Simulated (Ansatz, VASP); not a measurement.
**Two plane-wave programs on Ru**

Contents of INCAR:

```
SYSTEM = Ru
ALGO = Fast
EDIFF = 1E-6
ENCUT = 520
GGA = PE
ISIF = 2
ISMEAR = 0
LASPH = .TRUE.
LCHARG = .FALSE.
LREAL = .FALSE.
LWAVE = .FALSE.
NBANDS = 21
NELM = 100
PREC = Accurate
SIGMA = 0.15
```

File KPOINTS:

```
k-points
0
G
  24 24 14
  0 0 0
```

The input POSCAR:

```
Ru
1.0
    2.7200250908      0.0000000000      0.0000000000
   -1.3600125454      2.3556108275      0.0000000000
    0.0000000000      0.0000000000      4.2967694966
Ru
2
Direct
    0.3333333333      0.6666666667      0.2500000000
    0.6666666667      0.3333333333      0.7500000000
```

Input for Ansatz:

```yaml
crystal:
  lattice:
    - [2.7200250908, 0.0, 0.0]
    - [-1.3600125454, 2.3556108275, 0.0]
    - [0.0, 0.0, 4.2967694966]
  atoms:
    - { symbol: Ru, position: [0.3333333333, 0.6666666667, 0.25] }
    - { symbol: Ru, position: [0.6666666667, 0.3333333333, 0.75] }
basis:
  ecutwfc: 420
kpoints:
  mp_grid: { grid: [24, 24, 14] }
hamiltonian:
  xc: pbe
scf:
  occupations: { method: gaussian, width: 0.15 }
output:
  forces: true
  stress: true
  eigenvalues: true
```

Alike in both runs: task single point; functional PBE; k mesh 24 × 24 × 14; occupations gaussian, width 0.15 eV; no spin polarisation.

```csv
,VASP,Ansatz
version,VASP 6.6.1,Ansatz 0.2.0
potentials or method,"VASP PAW PBE potentials, release 64 (Ru_pv), cutoff 520 eV","scalar-relativistic, plane waves, PAW"
valence electrons in the cell,28,32
```

|  | VASP | Ansatz | Ansatz less VASP |
| --- | --- | --- | --- |
| gap on the k mesh at the Fermi level (eV) | none | none | - |
| pressure (GPa) | 0.0 | 0.1 | +0.10 |
| traceless stress, the component that is largest in VASP (GPa) | -0.44 | -0.46 | -0.018 |

A gap of «none» marks a metal or a gap that the smearing closes. VASP's potentials hold 28 valence electrons a cell and Ansatz's 32, so a difference there can come from the potentials and not from the codes.
